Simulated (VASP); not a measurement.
# NbFe2N3 (Amm2) in VASP: single point with PBE

Aim: the single point of NbFe2N3 with PBE.

Program: VASP 6.6.1. These are calculated values, not measurements. Logs are shortened: lines on timing, memory, paths and dates and some standing lists are left out, and cuts for length are marked.

### Step 1. The cell of the first run

Symmetry: Amm2, No. 38, orthorhombic system. The conventional cell has a = 2.857 Å, b = 8.186 Å, c = 6.842 Å, α = 90.00°, β = 90.00°, γ = 90.00°. Within 2.9 Å of Nb (site symmetry mm2) lie 6 N at 2.16 to 2.23 Å and 4 Fe at 2.76 Å and 2 Nb at 2.86 Å. Within 2.3 Å of Fe (site symmetry m) lie 3 N at 1.72 to 1.88 Å. N (site symmetry mm2) has 2 Fe at 1.72 Å and 2 Nb at 2.23 Å within 2.3 Å. Within 2.3 Å of N (site symmetry m) lie 2 Fe at 1.73 to 1.88 Å and 2 Nb at 2.16 Å.

### Step 2. Single point, PBE, collinear spin, ferromagnetic start

The input, INCAR:

```
SYSTEM = NbFe2N3
  PREC = Accurate
  ENCUT = 520
  EDIFF = 1E-7
  ISMEAR = 0
  SIGMA = 0.1
  LREAL = .FALSE.
  LASPH = .TRUE.
  NELM = 150
  ALGO = Normal
  ISIF = 2
  LWAVE = .FALSE.
  LCHARG = .FALSE.
  ISPIN = 2
  MAGMOM = 0 4 4 0 0 0
  LORBIT = 11
  LMAXMIX = 4
  GGA = PE
  NBANDS = 35
```

The input, KPOINTS:

```
Automatic mesh
0
G
  6 4 4
  0 0 0
```

The input, POSCAR:

```
NbFe2N3
1.0
    2.8570425319      0.0000000000      0.0000000000
    0.0000000000      4.0929552555      3.4209108376
    0.0000000000     -4.0929552555      3.4209108376
Nb Fe N
1 2 3
Direct
    0.5000000000      0.2245183601      0.2245183601
    0.0000000000      0.2521402194      0.6710895135
    0.0000000000      0.6710895135      0.2521402194
    0.0000000000      0.4753927257      0.4753927257
    0.0000000000      0.3828508263      0.9929775605
    0.0000000000      0.9929775605      0.3828508263
```

Potentials or basis: VASP PAW PBE potentials, release 64 (Nb_sv, Fe, N).

Launch:

```console
$ cat potpaw_PBE.64/Nb_sv/POTCAR potpaw_PBE.64/Fe/POTCAR potpaw_PBE.64/N/POTCAR > POTCAR
$ mpirun -np 1 vasp_std > vasp.out
```

OUTCAR:

```text
SYSTEM = NbFe2N3
   PREC = Accurate
   ENCUT = 520
   EDIFF = 1E-7
   ISMEAR = 0
   LREAL = .FALSE.
   LASPH = .TRUE.
   NELM = 150
   ISIF = 2
   ISPIN = 2
   LORBIT = 11
   GGA = PE

 ion  position               nearest neighbor table
   1  0.500  0.225  0.225-   5 2.16   6 2.16   5 2.16   6 2.16   4 2.23   4 2.23   3 2.76   3 2.76
                             2 2.76   2 2.76
   2  0.000  0.252  0.671-   4 1.72   5 1.73   6 1.88   1 2.76   1 2.76
   3  0.000  0.671  0.252-   4 1.72   6 1.73   5 1.88   1 2.76   1 2.76
   4  0.000  0.475  0.475-   2 1.72   3 1.72   1 2.23   1 2.23
   5  0.000  0.383  0.993-   2 1.73   3 1.88   1 2.16   1 2.16
   6  0.000  0.993  0.383-   3 1.73   2 1.88   1 2.16   1 2.16

  LATTYP: Found a base centered orthorhombic cell.
 ALAT       =     6.8418216752
 B/A-ratio  =     1.1964518954
 C/A-ratio  =     0.4175850625

  Lattice vectors:

 A1 = (   0.0000000000,   4.0929552555,   3.4209108376)
 A2 = (   0.0000000000,  -4.0929552555,   3.4209108376)
 A3 = (   2.8570425319,   0.0000000000,   0.0000000000)

Analysis of symmetry for initial positions (statically):
=====================================================================
 Subroutine PRICEL returns:
 Original cell was already a primitive cell.

 Routine SETGRP: Setting up the symmetry group for a
 base centered orthorhombic supercell.

 Subroutine GETGRP returns: Found  4 space group operations
 (whereof  4 operations were pure point group operations)
 out of a pool of  8 trial point group operations.

The static configuration has the point symmetry C_2v.

Analysis of symmetry for dynamics (positions and initial velocities):
=====================================================================
 Subroutine PRICEL returns:
 Original cell was already a primitive cell.

 Routine SETGRP: Setting up the symmetry group for a
 base centered orthorhombic supercell.

 Subroutine GETGRP returns: Found  4 space group operations
 (whereof  4 operations were pure point group operations)
 out of a pool of  8 trial point group operations.

The dynamic configuration has the point symmetry C_2v.

Analysis of structural, dynamic, and magnetic symmetry:
=====================================================================
 Subroutine PRICEL returns:
 Original cell was already a primitive cell.

 Routine SETGRP: Setting up the symmetry group for a
 base centered orthorhombic supercell.

 Subroutine GETGRP returns: Found  4 space group operations
 (whereof  4 operations were pure point group operations)
 out of a pool of  8 trial point group operations.

The overall configuration has the point symmetry C_2v.

 Subroutine INISYM returns: Found  4 space group operations
 (whereof  4 operations are pure point group operations),
 and found     1 'primitive' translations

----------------------------------------------------------------------------------------

                                     Primitive cell

  volume of cell :      80.0065

  direct lattice vectors                    reciprocal lattice vectors
     2.857042532  0.000000000  0.000000000     0.350012290  0.000000000  0.000000000
     0.000000000  4.092955255  3.420910838     0.000000000  0.122161120  0.146159904
     0.000000000 -4.092955255  3.420910838     0.000000000 -0.122161120  0.146159904

  length of vectors
     2.857042532  5.334314734  5.334314734     0.350012290  0.190488994  0.190488994

  position of ions in fractional coordinates (direct lattice)
     0.500000000  0.224518360  0.224518360
     0.000000000  0.252140219  0.671089514
     0.000000000  0.671089514  0.252140219
     0.000000000  0.475392726  0.475392726
     0.000000000  0.382850826  0.992977561
     0.000000000  0.992977561  0.382850826

  ion indices of the primitive-cell ions
   primitive index   ion index
                 1           1
                 2           2
                 3           3
                 4           4
                 5           5
                 6           6

[... 31 lines left out ...]
  0.500000  0.000000  0.000000      1.000000
  0.000000  0.250000  0.000000      4.000000
  0.166667  0.250000  0.000000      8.000000
[... 16 lines left out ...]
  0.333333 -0.250000  0.250000      4.000000
  0.500000 -0.250000  0.250000      2.000000
 [... further k-points ...]
   k-points           NKPTS =     28   k-points in BZ     NKDIM =     28   number of bands    NBANDS=     35
   number of dos      NEDOS =    301   number of ions     NIONS =      6
   total plane-waves  NPLWV =  38400
   dimension x,y,z NGX =    24 NGY =   40 NGZ =   40
   dimension x,y,z NGXF=    48 NGYF=   80 NGZF=   80
   ions per type =               1   2   3
   NGX,Y,Z   is equivalent  to a cutoff of  13.97, 12.47, 12.47 a.u.
   NGXF,Y,Z  is equivalent  to a cutoff of  27.93, 24.93, 24.93 a.u.
 SYSTEM =  NbFe2N3
   PREC   = accura    normal or accurate (medium, high low for compatibility)
   ISTART =      0    job   : 0-new  1-cont  2-samecut
   ICHARG =      2    charge: 1-file 2-atom 10-const
   ISPIN  =      2    spin polarized calculation?
   LNONCOLLINEAR =      F non collinear calculations
   LSORBIT =      F    spin-orbit coupling
   LASPH  =      T    aspherical Exc in radial PAW
   ENCUT  =  520.0 eV  38.22 Ry    6.18 a.u.   5.31  9.92  9.92*2*pi/ulx,y,z
   NELM   =    150;   NELMIN=  2; NELMDL= -5     # of ELM steps
   EDIFF  = 0.1E-06   stopping-criterion for ELM
   LREAL  =      F    real-space projection
   EDIFFG = 0.1E-05   stopping-criterion for IOM
   NSW    =      0    number of steps for IOM
   IBRION =     -1    ionic relax: 0-MD 1-quasi-New 2-CG
   NFREE  =      0    steps in history (QN), initial steepest desc. (CG)
   ISIF   =      2    stress and relaxation
   ISYM   =      2    0-nonsym 1-usesym 2-fastsym
   POTIM  = 0.5000    time-step for ionic-motion
   TEBEG  =    0.0;   TEEND  =   0.0 temperature during run
   PSTRESS=    0.0 pullay stress
   NELECT =      44.0000    total number of electrons
   NUPDOWN=      -1.0000    fix difference up-down
   EMIN   =  10.00;   EMAX   =-10.00  energy-range for DOS
   EFERMI =   0.00;   METHOD = LEGACY
   ISMEAR =     0;   SIGMA  =   0.10  broadening in eV -4-tet -1-fermi 0-gaus
   EFERMI_NEDOS =   21; number of points for ismear=-14 and -15
   IALGO  =     38    algorithm
   IMIX   =      4    mixing-type and parameters
     AMIX     =   0.40;   BMIX     =  1.00
     AMIX_MAG =   1.60;   BMIX_MAG =  1.00
  volume/ion in A,a.u.               =      13.33        89.99
  Fermi-wavevector in a.u.,A,eV,Ry     =   1.341273  2.534639 24.477068  1.799014
  Thomas-Fermi vector in A             =   2.469520
   LORBIT       =     11    0 simple, 1 ext, 2 COOP (PROOUT), +10 PAW based schemes
   GGA     = PE    functional components
   LHFCALC =     F    Hartree Fock is set to
   AEXX    =    0.0000 exact exchange contribution
   IVDW    =     0    specifies the selected vdW correction
   LEPSILON=     F    determine dielectric tensor
   LRPA    =     F    only Hartree local field effects (RPA)
 spin polarized calculation
 Gauss-broadening in eV      SIGMA  =   0.10
  energy-cutoff  :      520.00
  volume of cell :       80.01
 maximum number of plane-waves:      2177
 NGX is ok and might be reduce to    24
   NGX = 11   NGY = 19   NGZ = 19

 number of electron      44.0000003 magnetization       0.8829409

 Free energy of the ion-electron system (eV)
  ---------------------------------------------------
  ext. energy  EPLUGINS =         0.00000000
  ---------------------------------------------------
  free energy    TOTEN  =       -51.56482568 eV

  energy without entropy =      -51.54401211  energy(sigma->0) =      -51.55441890

 E-fermi :   4.8020     XC(G=0): -10.6148

 val. band max:        4.7982459717   @ k =   0.0000   0.5000   0.0000
 cond. band min:       4.8067949717   @ k =   0.5000  -0.2500   0.2500
 fundamental gap:      0.0085490001
 Fermi energy:         4.8019877826

 spin component 1

 k-point     1 :       0.0000    0.0000    0.0000
  band No.  band energies     occupation
      1     -50.5976      1.00000
      2     -26.7751      1.00000
      3     -26.6995      1.00000
      4     -26.3241      1.00000
      5     -11.5520      1.00000
      6     -10.0005      1.00000
[... 877 lines left out ...]
     33      11.6222      0.00000
     34      12.5824      0.00000

 [... further k-points ...]

 spin component 2

 k-point     1 :       0.0000    0.0000    0.0000
  band No.  band energies     occupation
      1     -50.5835      1.00000
      2     -26.7629      1.00000
      3     -26.6797      1.00000
      4     -26.3077      1.00000
      5     -11.5468      1.00000
      6      -9.9919      1.00000
[... 877 lines left out ...]
     33      11.6618      0.00000
     34      12.6794      0.00000

 [... further k-points ...]

 [bands above 34 left out]

------------------------ aborting loop because EDIFF is reached ----------------------------------------

  FORCE on cell =-STRESS in cart. coord.  units (eV):
  Direction    XX          YY          ZZ          XY          YZ          ZX
  --------------------------------------------------------------------------------------
  -------------------------------------------------------------------------------------
  Total        0.0854446      1.0227391      0.8652824      0.0000000      0.0000000      0.0000000
  in kB        1.7110773     20.4809444     17.3277827      0.0000000      0.0000000      0.0000000
  external PRESSURE =      13.1732681 kB  Pullay stress =       0.0000000 kB

 VOLUME and BASIS-vectors are now :
 -----------------------------------------------------------------------------
  energy-cutoff  :      520.00
  volume of cell :       80.01
      direct lattice vectors                 reciprocal lattice vectors
     2.857042532  0.000000000  0.000000000     0.350012290  0.000000000  0.000000000
     0.000000000  4.092955255  3.420910838     0.000000000  0.122161120  0.146159904
     0.000000000 -4.092955255  3.420910838     0.000000000 -0.122161120  0.146159904

 POSITION                                       TOTAL-FORCE (eV/Angst)
 -----------------------------------------------------------------------------------
      1.42852      0.00000      1.53611         0.000000     -0.000000      0.053413
      0.00000     -1.71474      3.15829         0.000000     -0.244094     -0.127172
      0.00000      1.71474      3.15829         0.000000      0.244094     -0.127172
      0.00000      0.00000      3.25255         0.000000     -0.000000      0.050587
      0.00000     -2.49722      4.70659         0.000000     -0.130282      0.075172
      0.00000      2.49722      4.70659         0.000000      0.130282      0.075172
 -----------------------------------------------------------------------------------
    total drift:                                0.000000      0.000000      0.000043

  FREE ENERGIE OF THE ION-ELECTRON SYSTEM (eV)
  ---------------------------------------------------
  free  energy   TOTEN  =       -51.5648256838 eV

  energy  without entropy=      -51.5440121071  energy(sigma->0) =      -51.55441890

 total charge

# of ion       s       p       d       tot
------------------------------------------
    1        2.160   6.059   2.434  10.653
    2        0.505   0.722   6.482   7.709
    3        0.505   0.722   6.482   7.709
    4        1.292   2.403   0.000   3.695
    5        1.274   2.446   0.000   3.720
    6        1.274   2.446   0.000   3.720
--------------------------------------------------
tot          7.009  14.800  15.398  37.207

 magnetization (x)

# of ion       s       p       d       tot
------------------------------------------
    1       -0.001  -0.000   0.023   0.022
    2        0.001   0.004   0.423   0.429
    3        0.001   0.004   0.423   0.429
    4        0.002  -0.014   0.000  -0.012
    5       -0.000  -0.004   0.000  -0.005
    6       -0.000  -0.004   0.000  -0.005
--------------------------------------------------
tot          0.004  -0.015   0.870   0.859
```

Run time: 3 min. Hardware: 1 thread of Intel Xeon Platinum 8259CL at 2.50GHz (Skylake/Cascade Lake), shared host; peak memory 0.28 GiB.

Results:

```
Free energy                                           : -51.5648 eV
Pressure                                              : 1.3 GPa
Largest force                                         : 0.275 eV/Å
Net moment                                            : 0.88 μB per cell
Site moments                                          : Nb +0.02; Fe +0.43; N -0.01 μB
Valence electrons inside the program's atomic spheres : Nb 10.65; Fe 7.71; N 3.69, 3.72 (each value once)
```

Forces in eV/Å, atoms in the order of the input:
```
Nb   0.000  0.000  0.053
Fe   0.000 -0.244 -0.127
Fe   0.000  0.244 -0.127
N    0.000  0.000  0.051
N    0.000 -0.130  0.075
N    0.000  0.130  0.075
```

Stress tensor (GPa, compression positive):
```
0.17 0.00 0.00
0.00 2.05 0.00
0.00 0.00 1.73
```

Caveat: the k points lie up to 0.37 Å⁻¹ apart. With open d or f shells a metallic result of PBE can be an artefact of self-interaction; +U or a hybrid may open a gap.
